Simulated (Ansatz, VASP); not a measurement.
# One calculation of Al2O3, two programs

Contents of POSCAR:

```
Al2O3
1.0
    2.3793212207      1.3737017472      4.3317945566
   -2.3793212207      1.3737017472      4.3317945566
    0.0000000000     -2.7474034945      4.3317945566
Al O
4 6
Direct
    0.3519098052      0.3519098052      0.3519098052
    0.1480901948      0.1480901948      0.1480901948
    0.6480901948      0.6480901948      0.6480901948
    0.8519098052      0.8519098052      0.8519098052
    0.5563680095      0.9436319905      0.2500000000
    0.2500000000      0.5563680095      0.9436319905
    0.9436319905      0.2500000000      0.5563680095
    0.4436319905      0.0563680095      0.7500000000
    0.7500000000      0.4436319905      0.0563680095
    0.0563680095      0.7500000000      0.4436319905
```

File INCAR.step1:

```
  PREC = Accurate
  ENCUT = 520
  ISMEAR = 0
  SIGMA = 0.01
  LREAL = F
  LASPH = T
  NELM = 100
  NBANDS = 35
  GGA = PE
  ALGO = Normal
  EDIFF = 1E-4
  LWAVE = T
  LCHARG = F
```

INCAR.step2

```
  PREC = Accurate
  ENCUT = 520
  EDIFF = 1E-6
  ISMEAR = 0
  SIGMA = 0.01
  LREAL = F
  LASPH = T
  NELM = 100
  ALGO = Normal
  ISIF = 2
  LWAVE = F
  LCHARG = F
  METAGGA = R2SCAN
  LMIXTAU = T
  NBANDS = 35
  ISTART = 1
```

File KPOINTS:

```
regular mesh
0
Gamma
  6 6 6
```

Input for Ansatz:

```yaml
crystal:
  lattice:
    - [2.3793212207, 1.3737017472, 4.3317945566]
    - [-2.3793212207, 1.3737017472, 4.3317945566]
    - [0.0, -2.7474034945, 4.3317945566]
  atoms:
    - { symbol: Al, position: [0.3519098052, 0.3519098052, 0.3519098052] }
    - { symbol: Al, position: [0.1480901948, 0.1480901948, 0.1480901948] }
    - { symbol: Al, position: [0.6480901948, 0.6480901948, 0.6480901948] }
    - { symbol: Al, position: [0.8519098052, 0.8519098052, 0.8519098052] }
    - { symbol: O, position: [0.5563680095, 0.9436319905, 0.25] }
    - { symbol: O, position: [0.25, 0.5563680095, 0.9436319905] }
    - { symbol: O, position: [0.9436319905, 0.25, 0.5563680095] }
    - { symbol: O, position: [0.4436319905, 0.0563680095, 0.75] }
    - { symbol: O, position: [0.75, 0.4436319905, 0.0563680095] }
    - { symbol: O, position: [0.0563680095, 0.75, 0.4436319905] }
kpoints:
  mp_grid: { grid: [6, 6, 6] }
  band_path:
    path:
      - [0.0, 0.0, 0.0]
      - [0.5, 0.5, 0.5]
      - [0.7662896386, 0.2337103614, 0.5]
      - [0.5, -0.2337103614, 0.2337103614]
      - [0.5, 0.0, 0.0]
      - [0.3668551807, -0.3668551807, 0.0]
      - [0.6331448193, 0.0, 0.3668551807]
      - [0.5, 0.0, 0.5]
    npoints: 1
hamiltonian:
  xc: r2scan
scf:
  occupations: { method: fixed }
  n_extra_bands: 6
output:
  forces: true
  stress: true
  eigenvalues: true
  write_density: true
  write_potential: true
  elf: true
  volumetric_format: npy
```

Alike in both runs: task single point; functional r2SCAN; k mesh 6 × 6 × 6; no spin polarisation.

```csv
,VASP,Ansatz
version,VASP 6.6.1,Ansatz 0.2.0
potentials or method,"VASP PAW PBE potentials, release 64 (Al, O)","plane waves, PAW"
plane-wave cutoff (eV),520,500
occupations,"gaussian, width 0.01 eV",fixed
valence electrons in the cell,48,48
```

VASP gave:

```
gap on the k mesh at the Fermi level (eV)                     : 7.16
pressure (GPa)                                                : -0.5
traceless stress, the component that is largest in VASP (GPa) : -0.08
rms of the force components (eV/Å)                            : 0.009
```

Problem. Which values does Ansatz return?

Solution. gap on the k mesh at the Fermi level (eV): 7.14; pressure (GPa): 0.0; traceless stress, the component that is largest in VASP (GPa): -0.02; rms of the force components (eV/Å): 0.000.

VASP's potentials were made for PBE, not for r2SCAN. Atom by atom the forces differ by 0.009 eV/Å (rms over components).
